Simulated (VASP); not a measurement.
# Mg2CdTe3 (P3m1) in VASP: a series of runs

Runs on Mg2CdTe3. Level: PBE. Tasks: relaxation of cell and atoms, single point.

All numbers are computed with VASP 6.6.1; they aren't measurements. Logs are shortened: lines on timing, memory, paths and dates and some standing lists are left out, and cuts for length are marked.

### Step 1. The cell of the first run

Symmetry: P3m1, No. 156, trigonal system. Conventional cell: a = 4.620 Å, b = 4.620 Å, c = 11.285 Å, α = 90.00°, β = 90.00°, γ = 120.00°. Within 3.7 Å of Mg (site symmetry 3m) lie 4 Te at 2.82 Å. Within 3.7 Å of Mg (site symmetry 3m) lie 4 Te at 2.81 to 2.82 Å. Cd (site symmetry 3m) has 4 Te at 2.85 Å within 3.8 Å. Te (site symmetry 3m) has 3 Mg at 2.82 Å and 1 Cd at 2.85 Å within 3.7 Å. Te (site symmetry 3m) has 1 Mg at 2.81 Å and 3 Cd at 2.85 Å within 3.7 Å. Within 3.7 Å of Te (site symmetry 3m) lie 4 Mg at 2.82 Å.

### Step 2. Relaxation of cell and atoms, PBE

INCAR reads:

```
PREC = Accurate ; ENCUT = 600
EDIFF = 1E-6 ; ISMEAR = 0
SIGMA = 0.02 ; LREAL = False
LASPH = True ; NELM = 60
ALGO = Normal ; ISIF = 3
LWAVE = False ; LCHARG = False
GGA = PE ; IBRION = 2
NSW = 100 ; EDIFFG = -0.01
```

KPOINTS reads:

```
Automatic mesh
0
Gamma
  6 6 4
```

POSCAR reads:

```
Mg2CdTe3
1.0
    4.6197140225      0.0000000000      0.0000000000
   -2.3098570112      4.0007897017      0.0000000000
    0.0000000000      0.0000000000     11.2852921220
Mg Cd Te
2 1 3
Direct
    0.0000000000      0.0000000000      0.9993690662
    0.3333333333      0.6666666667      0.6692483401
    0.6666666667      0.3333333333      0.3319303373
    0.6666666667      0.3333333333      0.0792434217
    0.3333333333      0.6666666667      0.4204276715
    0.0000000000      0.0000000000      0.7497811632
```

Potentials or basis: VASP PAW PBE potentials, release 64 (Mg, Cd, Te).

The run is started by

```
$ cat potpaw_PBE.64/Mg/POTCAR potpaw_PBE.64/Cd/POTCAR potpaw_PBE.64/Te/POTCAR > POTCAR
$ mpirun -np 1 vasp_std > vasp.out
```

OUTCAR:

```text
PREC = Accurate
   ENCUT = 600
   EDIFF = 1E-6
   ISMEAR = 0
   LREAL = False
   LASPH = True
   NELM = 60
   ISIF = 3
   GGA = PE
   IBRION = 2
   NSW = 100
   EDIFFG = -0.01

 ion  position               nearest neighbor table
   1  0.000  0.000  0.999-   4 2.82   4 2.82   4 2.82   6 2.82
   2  0.333  0.667  0.669-   5 2.81   6 2.82   6 2.82   6 2.82
   3  0.667  0.333  0.332-   5 2.85   5 2.85   5 2.85   4 2.85
   4  0.667  0.333  0.079-   1 2.82   1 2.82   1 2.82   3 2.85
   5  0.333  0.667  0.420-   2 2.81   3 2.85   3 2.85   3 2.85
   6  0.000  0.000  0.750-   1 2.82   2 2.82   2 2.82   2 2.82

  LATTYP: Found a hexagonal cell.
 ALAT       =     4.6197140225
 C/A-ratio  =     2.4428551350

  Lattice vectors:

 A1 = (   4.6197140225,   0.0000000000,   0.0000000000)
 A2 = (  -2.3098570112,   4.0007897017,   0.0000000000)
 A3 = (   0.0000000000,   0.0000000000,  11.2852921220)

Analysis of symmetry for initial positions (statically):
=====================================================================
 Subroutine PRICEL returns:
 Original cell was already a primitive cell.

 Routine SETGRP: Setting up the symmetry group for a
 hexagonal supercell.

 Subroutine GETGRP returns: Found  6 space group operations
 (whereof  6 operations were pure point group operations)
 out of a pool of 24 trial point group operations.

The static configuration has the point symmetry C_3v.

Analysis of symmetry for dynamics (positions and initial velocities):
=====================================================================
 Subroutine PRICEL returns:
 Original cell was already a primitive cell.

 Routine SETGRP: Setting up the symmetry group for a
 hexagonal supercell.

 Subroutine GETGRP returns: Found  6 space group operations
 (whereof  6 operations were pure point group operations)
 out of a pool of 24 trial point group operations.

The dynamic configuration has the point symmetry C_3v.

 Subroutine INISYM returns: Found  6 space group operations
 (whereof  6 operations are pure point group operations),
 and found     1 'primitive' translations

----------------------------------------------------------------------------------------

                                     Primitive cell

  volume of cell :     208.5805

  direct lattice vectors                    reciprocal lattice vectors
[... 83 lines left out ...]
   NGXF,Y,Z  is equivalent  to a cutoff of  28.79, 28.79, 26.52 a.u.
 SYSTEM =  unknown system
   PREC   = accura    normal or accurate (medium, high low for compatibility)
   ISTART =      0    job   : 0-new  1-cont  2-samecut
   ICHARG =      2    charge: 1-file 2-atom 10-const
   ISPIN  =      1    spin polarized calculation?
   LNONCOLLINEAR =      F non collinear calculations
   LSORBIT =      F    spin-orbit coupling
   LASPH  =      T    aspherical Exc in radial PAW
   ENCUT  =  600.0 eV  44.10 Ry    6.64 a.u.   9.23  9.23 22.54*2*pi/ulx,y,z
   NELM   =     60;   NELMIN=  2; NELMDL= -5     # of ELM steps
   EDIFF  = 0.1E-05   stopping-criterion for ELM
   LREAL  =      F    real-space projection
   EDIFFG = -.1E-01   stopping-criterion for IOM
   NSW    =    100    number of steps for IOM
   IBRION =      2    ionic relax: 0-MD 1-quasi-New 2-CG
   NFREE  =      1    steps in history (QN), initial steepest desc. (CG)
   ISIF   =      3    stress and relaxation
   ISYM   =      2    0-nonsym 1-usesym 2-fastsym
   POTIM  = 0.5000    time-step for ionic-motion
   TEBEG  =    0.0;   TEEND  =   0.0 temperature during run
   PSTRESS=    0.0 pullay stress
   NELECT =      34.0000    total number of electrons
   NUPDOWN=      -1.0000    fix difference up-down
   EMIN   =  10.00;   EMAX   =-10.00  energy-range for DOS
   EFERMI =   0.00;   METHOD = LEGACY
   ISMEAR =     0;   SIGMA  =   0.02  broadening in eV -4-tet -1-fermi 0-gaus
   EFERMI_NEDOS =   21; number of points for ismear=-14 and -15
   IALGO  =     38    algorithm
   IMIX   =      4    mixing-type and parameters
     AMIX     =   0.40;   BMIX     =  1.00
     AMIX_MAG =   1.60;   BMIX_MAG =  1.00
  volume/ion in A,a.u.               =      34.76       234.60
  Fermi-wavevector in a.u.,A,eV,Ry     =   0.894286  1.689956 10.881233  0.799748
  Thomas-Fermi vector in A             =   2.016472
   LORBIT       =      0    0 simple, 1 ext, 2 COOP (PROOUT), +10 PAW based schemes
   GGA     = PE    functional components
   LHFCALC =     F    Hartree Fock is set to
   AEXX    =    0.0000 exact exchange contribution
   IVDW    =     0    specifies the selected vdW correction
   LEPSILON=     F    determine dielectric tensor
   LRPA    =     F    only Hartree local field effects (RPA)
 conjugate gradient relaxation of ions
 non-spin polarized calculation
 Gauss-broadening in eV      SIGMA  =   0.02
  energy-cutoff  :      600.00
  volume of cell :      208.58
 maximum number of plane-waves:      6980
 NGX is ok and might be reduce to    40
   NGX = 19   NGY = 19   NGZ = 45

--------------------------------------- Ionic step        1  -------------------------------------------

 number of electron      33.9999999 magnetization

 Free energy of the ion-electron system (eV)
  ---------------------------------------------------
  ext. energy  EPLUGINS =         0.00000000
  ---------------------------------------------------
  free energy    TOTEN  =       -17.60281265 eV

  energy without entropy =      -17.60281265  energy(sigma->0) =      -17.60281265

------------------------ aborting loop because EDIFF is reached ----------------------------------------

  FORCE on cell =-STRESS in cart. coord.  units (eV):
  Direction    XX          YY          ZZ          XY          YZ          ZX
  --------------------------------------------------------------------------------------
  -------------------------------------------------------------------------------------
  Total        0.3985633      0.3985633      0.4233691      0.0000000      0.0000000      0.0000000
  in kB        3.0614999      3.0614999      3.2520417      0.0000000      0.0000000      0.0000000
  external PRESSURE =       3.1250138 kB  Pullay stress =       0.0000000 kB
[... 187 lines left out ...]
--------------------------------------- Ionic step        6  -------------------------------------------

 number of electron      33.9999999 magnetization

 Free energy of the ion-electron system (eV)
  ---------------------------------------------------
  ext. energy  EPLUGINS =         0.00000000
  ---------------------------------------------------
  free energy    TOTEN  =       -17.60461975 eV

  energy without entropy =      -17.60461975  energy(sigma->0) =      -17.60461975

 E-fermi :   1.9983     XC(G=0):  -7.9513

 val. band max:        1.8884790007   @ k =   0.0000   0.0000   0.0000
 cond. band min:       3.3439405910   @ k =   0.0000   0.0000   0.0000
 fundamental gap:      1.4554615903
 Fermi energy:         1.9982570652

 k-point     1 :       0.0000    0.0000    0.0000
  band No.  band energies     occupation
      1      -8.6191      2.00000
      2      -8.3346      2.00000
      3      -8.1543      2.00000
      4      -5.9591      2.00000
      5      -5.9591      2.00000
      6      -5.7730      2.00000
[... 598 lines left out ...]
  FREE ENERGIE OF THE ION-ELECTRON SYSTEM (eV)
  ---------------------------------------------------
  free  energy   TOTEN  =       -17.6046197474 eV

  energy  without entropy=      -17.6046197474  energy(sigma->0) =      -17.60461975

 reached required accuracy - stopping structural energy minimisation
```

OSZICAR:

```text
N       E                     dE             d eps       ncg     rms          rms(c)
DAV:   1     0.188125356864E+03    0.18813E+03   -0.14076E+04  1008   0.145E+03
DAV:   2    -0.412376026564E+01   -0.19225E+03   -0.18555E+03  1213   0.259E+02
DAV:   3    -0.179867873117E+02   -0.13863E+02   -0.13821E+02  1183   0.683E+01
[... 40 lines left out ...]
       N       E                     dE             d eps       ncg     rms          rms(c)
DAV:   1    -0.176046930385E+02   -0.94522E-04   -0.32554E-03  1028   0.422E-01    0.645E-02
DAV:   2    -0.176046274952E+02    0.65543E-04   -0.21074E-04  1148   0.156E-01    0.202E-02
DAV:   3    -0.176046199391E+02    0.75561E-05   -0.23211E-05  1168   0.321E-02    0.165E-02
DAV:   4    -0.176046197474E+02    0.19168E-06   -0.28216E-06   931   0.915E-03
   6 F= -.17604620E+02 E0= -.17604620E+02  d E =-.216504E-04
```

Wall time 4.3 min (1 thread of Intel Xeon Platinum 8488C (Sapphire Rapids), shared host); peak memory 0.49 GiB.

Results:

| Quantity | Value |
| --- | --- |
| Free energy | -17.6046 eV |
| Relaxed volume | 35.07 Å³/atom |
| Relaxed cell | a = 4.633 Å, b = 4.633 Å, c = 11.319 Å, α = 90.00°, β = 90.00°, γ = 120.00° |
| Space group after relaxing (to 0.1 Å) | P3m1 (No. 156) |
| Energy gained by relaxing | 0.3 meV/atom |
| Ionic steps | 6 |
| Pressure after relaxing | 0.0 GPa |
| Largest force after relaxing | 0.010 eV/Å |
| Band gap on the k mesh | 1.46 eV |

Forces on the atoms (eV/Å):
```
Mg   0.000  0.000 -0.003
Mg   0.000  0.000  0.003
Cd   0.000  0.000  0.004
Te   0.000  0.000 -0.010
Te   0.000  0.000  0.001
Te   0.000  0.000  0.005
```

Step by step:
| step | energy change (eV) | largest force (eV/Å) | pressure (GPa) | volume (Å³) |
| --- | --- | --- | --- | --- |
| 1 | 0.0000 | 0.0309 | 0.31 | 208.58 |
| 2 | -0.0018 | 0.0125 | -0.03 | 210.63 |
| 3 | -0.0018 | 0.0148 | 0.00 | 210.43 |
| 4 | -0.0018 | 0.0143 | 0.00 | 210.46 |
| 5 | -0.0018 | 0.0137 | -0.02 | 210.53 |
| 6 | -0.0018 | 0.0096 | -0.01 | 210.41 |

Final structure:
```
Mg Cd Te
1.0
     4.63291    0.00000    0.00000
    -2.31645    4.01221    0.00000
     0.00000    0.00000   11.31939
Mg Cd Te
2 1 3
Direct
  0.00000 0.00000 0.99934
  0.33333 0.66667 0.66927
  0.66667 0.33333 0.33202
  0.66667 0.33333 0.07906
  0.33333 0.66667 0.42045
  0.00000 0.00000 0.74986
```

Caveat: spin-orbit coupling is left out, which moves the levels of the heavy elements.

(Part 1 of 2 ends here.)
